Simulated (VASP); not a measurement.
Sn8O16F (a cell with a defect) (F interstitial hop between voids), 25 atoms in the cell. The cell holds a defect, 25 atoms: a = 6.827 Å, b = 6.827 Å, c = 6.476 Å, α = 90.00°, β = 90.00°, γ = 90.00°. 

- Program: VASP 6.6.1
- Task: single point
- Functional: PBE
- Potentials or basis: VASP PAW PBE potentials, release 64 (Sn_d, O, F)
- Cutoff: 520 eV
- k mesh: 1 × 1 × 1
- Occupations: fermi-dirac, width 0.01 eV
- Spin: no spin polarisation
- Dipole correction: no
- Charge: -1
- Further INCAR settings: LREAL = Auto; ALGO = Normal; EDIFF = 1e-06; NBANDS = 126; NELECT = 216.0

Potentials or basis: VASP PAW PBE potentials, release 64 (Sn_d, O, F).

The run is started by

```bash
$ cat potpaw_PBE.64/Sn_d/POTCAR potpaw_PBE.64/O/POTCAR potpaw_PBE.64/F/POTCAR > POTCAR
$ mpirun -np 1 vasp_gam > vasp.out
```

Hardware: 1 thread of AMD EPYC 7R13, with other jobs on the host.

**Question.** How long does it take, and how much memory?

**Answer.** Run time: 2.2 min on 1 thread of AMD EPYC 7R13, with other jobs on the host, peak memory 0.31 GiB. Counts: scf iterations 16, k points 1.
